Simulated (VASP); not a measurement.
Wanted: the native input for a VASP 6.6.1 run.

```yaml
Task: single point
Functional: PBE
Potentials_or_basis: VASP PAW PBE potentials, release 64 (Mg)
Cutoff: 520 eV
k_mesh: 8 × 8 × 8
Occupations: gaussian, width 0.1 eV
Spin: no spin polarisation
Dipole_correction: no
Further_INCAR_settings: ALGO = Fast; EDIFF = 1e-07; NBANDS = 7
```

The structure of Mg lies in POSCAR:

```
Mg
1.0
   -1.6537504007      1.6537504007      2.1146715126
    1.6537504007     -1.6537504007      2.1146715126
    1.6537504007      1.6537504007     -2.1146715126
Mg
1
Direct
    0.0000000000      0.0000000000      0.0000000000
```

These files were run (other wordings do the same):

INCAR

```
SYSTEM = Mg
ALGO = Fast
EDIFF = 1E-7
ENCUT = 520
GGA = PE
ISIF = 2
ISMEAR = 0
LASPH = .TRUE.
LCHARG = .FALSE.
LREAL = .FALSE.
LWAVE = .FALSE.
NBANDS = 7
NELM = 80
PREC = Accurate
SIGMA = 0.1
```

KPOINTS

```
k-points
0
G
  8 8 8
  0 0 0
```

Potentials or basis: VASP PAW PBE potentials, release 64 (Mg).

The run is started by

```sh
$ cat potpaw_PBE.64/Mg/POTCAR > POTCAR
$ mpirun -np 1 vasp_std > vasp.out
```

Results of the run:

The pressure is -0.1 GPa and the band gap on the k mesh is zero (band 1 reaches 3.87 eV, above the bottom of band 2 at 1.33 eV).

It took 3.7 s on 1 thread of AMD EPYC 9R45 96-Core Processor (Zen 5), on a shared host, peak memory 0.11 GiB.
